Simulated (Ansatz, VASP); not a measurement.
# Hf in VASP and in Ansatz

The input INCAR:

```
PREC     = Accurate       # precision mode
ENCUT    = 520            # plane-wave cutoff, eV
EDIFF    = 1E-6           # SCF threshold, eV
ISMEAR   = -1             # smearing method
SIGMA    = 0.1            # smearing width, eV
LREAL    = F              # projectors in reciprocal space
LASPH    = T              # aspherical terms in the spheres
NELM     = 60             # most SCF steps
ALGO     = Normal         # electronic algorithm
ISIF     = 2              # what is computed and relaxed
LWAVE    = F              # write WAVECAR
LCHARG   = F              # write CHGCAR
GGA      = PS             # functional
NBANDS   = 11             # bands
```

KPOINTS

```
Automatic mesh
0
Gamma
  14 14 14
```

Contents of POSCAR:

```
Hf
1.0
   -1.7460743118      1.7460743118      1.7460743118
    1.7460743118     -1.7460743118      1.7460743118
    1.7460743118      1.7460743118     -1.7460743118
Hf
1
Direct
    0.0000000000      0.0000000000      0.0000000000
```

Input for Ansatz:

```yaml
crystal:
  lattice:
    - [-1.7460743118, 1.7460743118, 1.7460743118]
    - [1.7460743118, -1.7460743118, 1.7460743118]
    - [1.7460743118, 1.7460743118, -1.7460743118]
  atoms:
    - { symbol: Hf, position: [0.0, 0.0, 0.0] }
hamiltonian:
  xc: pbesol
  pseudopotentials:
    kind: paw
    azcp:
      Hf: "pseudopotentials/Hf.paw.azcp"
basis:
  ecutwfc: 420
  fft_grid_basis: typed
kpoints:
  mp_grid: { grid: [14, 14, 14], shift: [0, 0, 0] }
magnetization:
  spin_polarized: false
scf:
  occupations: { method: fermi_dirac, width: 0.1 }
  lower_state_search: "off"
output:
  stress: true
```

Alike in both runs: task single point; functional PBEsol; k mesh 14 × 14 × 14; occupations fermi-dirac, width 0.1 eV; no spin polarisation.

|  | VASP | Ansatz |
| --- | --- | --- |
| version | VASP 6.6.1 | Ansatz 0.2.0 |
| potentials or method | VASP PAW PBE potentials, release 64 (Hf_pv), cutoff 520 eV | plane waves (420 eV) with PAW, scalar-relativistic |
| valence electrons in the cell | 10 | 26 |

```csv
,VASP,Ansatz,Ansatz less VASP
pressure (GPa),-0.1,0.2,+0.25
```

VASP's potentials were made for PBE, not for PBEsol, and Ansatz warns of the same on its side. VASP's potentials hold 10 valence electrons a cell and Ansatz's 26, so a difference there can come from the potentials and not from the codes.

Spin-orbit coupling is off throughout.
